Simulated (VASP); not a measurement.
# GaN (an interface model) in VASP: single point with PBE

Aim: the single point of GaN (an interface model) with PBE.

Program: VASP 6.6.1. These are calculated values, not measurements. Logs are shortened: lines on timing, memory, paths and dates and some standing lists are left out, and cuts for length are marked.

### 1 The cell of the first run

The cell holds layers of an interface, 16 atoms: a = 3.216 Å, b = 4.548 Å, c = 12.865 Å, α = 90.00°, β = 90.00°, γ = 90.00°.

### 2 Single point, PBE

INCAR

```
  PREC = Accurate
  ENCUT = 520
  EDIFF = 1E-6
  ISMEAR = 0
  SIGMA = 0.05
  LREAL = Auto
  LASPH = T
  NELM = 80
  ALGO = Normal
  ISIF = 2
  LWAVE = F
  LCHARG = T
  GGA = PE
  LELF = T
  LVHAR = T
  NBANDS = 86
```

KPOINTS

```
regular mesh
0
Gamma
  8 6 2
```

POSCAR

```
GaN
1.0
    3.2162589205      0.0000000000      0.0000000000
    0.0000000000      4.5484769855      0.0000000000
    0.0000000000      0.0000000000     12.8650356821
Ga N
8 8
Direct
    0.0000000000      0.0000000000      0.0000000000
    0.5000000000      0.5000000000      0.1250000000
    0.0000000000      0.0000000000      0.2500000000
    0.5000000000      0.5000000000      0.3750000000
    0.0000000000      0.2500000000      0.6250000000
    0.5000000000      0.7500000000      0.5000000000
    0.0000000000      0.2500000000      0.8750000000
    0.5000000000      0.7500000000      0.7500000000
    0.0000000000      0.2500000000      0.1250000000
    0.5000000000      0.7500000000      0.0000000000
    0.0000000000      0.2500000000      0.3750000000
    0.5000000000      0.7500000000      0.2500000000
    0.0000000000      0.0000000000      0.5000000000
    0.5000000000      0.5000000000      0.6250000000
    0.0000000000      0.0000000000      0.7500000000
    0.5000000000      0.5000000000      0.8750000000
```

Potentials or basis: VASP PAW PBE potentials, release 64 (Ga_d, N).

Run with:

```console
$ cat potpaw_PBE.64/Ga_d/POTCAR potpaw_PBE.64/N/POTCAR > POTCAR
$ mpirun -np 1 vasp_std > vasp.out
```

OUTCAR:

```text
PREC = Accurate
   ENCUT = 520
   EDIFF = 1E-6
   ISMEAR = 0
   LREAL = Auto
   LASPH = T
   NELM = 80
   ISIF = 2
   GGA = PE

 ion  position               nearest neighbor table
   1  0.000  0.000  0.000-  10 1.97  10 1.97   7 1.97   9 1.97
   2  0.500  0.500  0.125-   9 1.97   9 1.97  12 1.97  10 1.97
   3  0.000  0.000  0.250-  12 1.97  12 1.97   9 1.97  11 1.97
   4  0.500  0.500  0.375-  11 1.97  11 1.97  12 1.97   6 1.97
   5  0.000  0.250  0.625-  14 1.97  14 1.97  15 1.97  13 1.97
   6  0.500  0.750  0.500-  13 1.97  13 1.97  14 1.97   4 1.97
   7  0.000  0.250  0.875-  16 1.97  16 1.97   1 1.97  15 1.97
   8  0.500  0.750  0.750-  15 1.97  15 1.97  16 1.97  14 1.97
   9  0.000  0.250  0.125-   2 1.97   2 1.97   3 1.97   1 1.97
  10  0.500  0.750  0.000-   1 1.97   1 1.97   2 1.97
  11  0.000  0.250  0.375-   4 1.97   4 1.97   3 1.97
  12  0.500  0.750  0.250-   3 1.97   3 1.97   4 1.97   2 1.97
  13  0.000  0.000  0.500-   6 1.97   6 1.97   5 1.97
  14  0.500  0.500  0.625-   5 1.97   5 1.97   8 1.97   6 1.97
  15  0.000  0.000  0.750-   8 1.97   8 1.97   5 1.97   7 1.97
  16  0.500  0.500  0.875-   7 1.97   7 1.97   8 1.97

  LATTYP: Found a simple orthorhombic cell.
 ALAT       =     3.2162589205
 B/A-ratio  =     1.4142135624
 C/A-ratio  =     4.0000000000

  Lattice vectors:

 A1 = (   3.2162589205,   0.0000000000,   0.0000000000)
 A2 = (   0.0000000000,   4.5484769855,   0.0000000000)
 A3 = (   0.0000000000,   0.0000000000,  12.8650356821)

Analysis of symmetry for initial positions (statically):
=====================================================================
 Subroutine PRICEL returns:
 Original cell was already a primitive cell.

 Routine SETGRP: Setting up the symmetry group for a
 simple orthorhombic supercell.

 Subroutine GETGRP returns: Found  8 space group operations
 (whereof  2 operations were pure point group operations)
 out of a pool of  8 trial point group operations.

The static configuration has the point symmetry C_1h.
 The point group associated with its full space group is D_2h.

Analysis of symmetry for dynamics (positions and initial velocities):
=====================================================================
 Subroutine PRICEL returns:
 Original cell was already a primitive cell.

 Routine SETGRP: Setting up the symmetry group for a
 simple orthorhombic supercell.

 Subroutine GETGRP returns: Found  8 space group operations
 (whereof  2 operations were pure point group operations)
 out of a pool of  8 trial point group operations.

[... 136 lines left out ...]
   ISYM   =      2    0-nonsym 1-usesym 2-fastsym
   POTIM  = 0.5000    time-step for ionic-motion
   TEBEG  =    0.0;   TEEND  =   0.0 temperature during run
   PSTRESS=    0.0 pullay stress
   NELECT =     144.0000    total number of electrons
   NUPDOWN=      -1.0000    fix difference up-down
   EMIN   =  10.00;   EMAX   =-10.00  energy-range for DOS
   EFERMI =   0.00;   METHOD = LEGACY
   ISMEAR =     0;   SIGMA  =   0.05  broadening in eV -4-tet -1-fermi 0-gaus
   EFERMI_NEDOS =   21; number of points for ismear=-14 and -15
   IALGO  =     38    algorithm
   IMIX   =      4    mixing-type and parameters
     AMIX     =   0.40;   BMIX     =  1.00
     AMIX_MAG =   1.60;   BMIX_MAG =  1.00
  volume/ion in A,a.u.               =      11.76        79.38
  Fermi-wavevector in a.u.,A,eV,Ry     =   1.497337  2.829557 30.504523  2.242019
  Thomas-Fermi vector in A             =   2.609238
   LORBIT       =      0    0 simple, 1 ext, 2 COOP (PROOUT), +10 PAW based schemes
   GGA     = PE    functional components
   LHFCALC =     F    Hartree Fock is set to
   AEXX    =    0.0000 exact exchange contribution
   IVDW    =     0    specifies the selected vdW correction
   LEPSILON=     F    determine dielectric tensor
   LRPA    =     F    only Hartree local field effects (RPA)
 non-spin polarized calculation
 Gauss-broadening in eV      SIGMA  =   0.05
  energy-cutoff  :      520.00
  volume of cell :      188.20
 maximum number of plane-waves:      5104
 NGX is ok and might be reduce to    24
   NGX = 11   NGY = 17   NGZ = 47

 number of electron     144.0000127 magnetization

 Free energy of the ion-electron system (eV)
  ---------------------------------------------------
  ext. energy  EPLUGINS =         0.00000000
  ---------------------------------------------------
  free energy    TOTEN  =       -86.84710071 eV

  energy without entropy =      -86.84682433  energy(sigma->0) =      -86.84696252

 E-fermi :   6.3313     XC(G=0): -11.5336

 val. band max:        6.2520898243   @ k =   0.0000   0.1667   0.0000
 cond. band min:       6.3973406892   @ k =   0.1250   0.0000   0.0000
 fundamental gap:      0.1452508649
 Fermi energy:         6.3312601207

 k-point     1 :       0.0000    0.0000    0.0000
  band No.  band energies     occupation
      1     -10.9538      2.00000
      2     -10.6788      2.00000
      3     -10.4155      2.00000
      4     -10.1081      2.00000
      5      -9.9147      2.00000
      6      -9.8944      2.00000
[... 2077 lines left out ...]
     83      12.2861      0.00000
     84      12.2865      0.00000

 [... further k-points ...]

 [bands above 84 left out]

------------------------ aborting loop because EDIFF is reached ----------------------------------------

  FORCE on cell =-STRESS in cart. coord.  units (eV):
  Direction    XX          YY          ZZ          XY          YZ          ZX
  --------------------------------------------------------------------------------------
  -------------------------------------------------------------------------------------
  Total        7.5714166     15.0059262     22.2473637      0.0000000      0.0000000      0.0000000
  in kB       64.4554619    127.7454342    189.3917847      0.0000000      0.0000000      0.0000000
  external PRESSURE =     127.1975603 kB  Pullay stress =       0.0000000 kB

 VOLUME and BASIS-vectors are now :
 -----------------------------------------------------------------------------
  energy-cutoff  :      520.00
  volume of cell :      188.20
      direct lattice vectors                 reciprocal lattice vectors
     3.216258921  0.000000000  0.000000000     0.310920241  0.000000000  0.000000000
     0.000000000  4.548476985  0.000000000     0.000000000  0.219853811  0.000000000
     0.000000000  0.000000000 12.865035682     0.000000000  0.000000000  0.077730060

 POSITION                                       TOTAL-FORCE (eV/Angst)
 -----------------------------------------------------------------------------------
      0.00000      0.00000      0.00000        -0.000000     -4.402064      5.541624
      1.60813      2.27424      1.60813         0.000000     -0.260113     -0.217184
      0.00000      0.00000      3.21626         0.000000     -0.260113      0.217184
      1.60813      2.27424      4.82439         0.000000     -4.402064     -5.541624
      0.00000      1.13712      8.04065         0.000000      0.260113     -0.217184
      1.60813      3.41136      6.43252         0.000000      4.402064      5.541624
[... 8 lines left out ...]
      0.00000      0.00000      9.64878         0.000000      0.246693     -0.887684
      1.60813      2.27424     11.25691         0.000000      2.027473      0.417078
 -----------------------------------------------------------------------------------
    total drift:                                0.000000      0.000000      0.000000

  FREE ENERGIE OF THE ION-ELECTRON SYSTEM (eV)
  ---------------------------------------------------
  free  energy   TOTEN  =       -86.8471007088 eV

  energy  without entropy=      -86.8468243304  energy(sigma->0) =      -86.84696252
```

Run time: 31 min. Hardware: 1 thread of Intel Xeon 8259CL, shared host; peak memory 0.53 GiB.

What came out:

```
Free energy            : -86.8471 eV
Pressure               : 12.7 GPa
Largest force          : 7.077 eV/Å
Band gap on the k mesh : 0.15 eV (least direct gap 0.18 eV)
```

Forces on the atoms (eV/Å):
```
Ga   0.000 -4.402  5.542
Ga   0.000 -0.260 -0.217
Ga   0.000 -0.260  0.217
Ga   0.000 -4.402 -5.542
Ga   0.000  0.260 -0.217
Ga   0.000  4.402  5.542
Ga   0.000  4.402 -5.542
Ga   0.000  0.260  0.217
N    0.000 -0.247  0.888
N    0.000 -2.027 -0.417
N    0.000 -2.027  0.417
N    0.000 -0.247 -0.888
N    0.000  2.027 -0.417
N    0.000  0.247  0.888
N    0.000  0.247 -0.888
N    0.000  2.027  0.417
```

Levels at points of the mesh, in eV from the valence-band top:
| k point | band 68 | band 69 | band 70 | band 71 | band 72 | band 73 | band 74 | band 75 | band 76 | band 77 |
| --- | --- | --- | --- | --- | --- | --- | --- | --- | --- | --- |
| (0.00, 0.00, 0.00) | -1.64 | -1.49 | -1.30 | -0.95 | -0.31 | 0.16 | 0.56 | 2.71 | 2.71 | 2.77 |
| (0.50, 0.00, 0.00) | -3.62 | -3.24 | -3.24 | -1.02 | -1.02 | 0.53 | 0.53 | 2.36 | 2.36 | 3.16 |
| (0.00, 0.50, 0.00) | -2.42 | -2.11 | -2.11 | -0.71 | -0.71 | 0.41 | 0.41 | 2.44 | 2.44 | 3.49 |
| (0.50, 0.50, 0.00) | -3.12 | -2.30 | -2.30 | -0.95 | -0.95 | 0.41 | 0.41 | 4.14 | 4.14 | 4.91 |
| (0.00, 0.00, 0.50) | -1.93 | -1.35 | -1.35 | -1.04 | -1.04 | 0.66 | 0.66 | 2.48 | 2.48 | 3.15 |
| (0.50, 0.00, 0.50) | -3.66 | -3.12 | -3.12 | -1.18 | -1.18 | 0.63 | 0.63 | 2.38 | 2.38 | 3.21 |
| (0.00, 0.50, 0.50) | -2.47 | -2.12 | -2.12 | -0.77 | -0.77 | 0.50 | 0.50 | 2.49 | 2.49 | 3.47 |
| (0.50, 0.50, 0.50) | -2.73 | -2.52 | -2.52 | -1.26 | -1.26 | 0.63 | 0.63 | 4.18 | 4.18 | 4.36 |
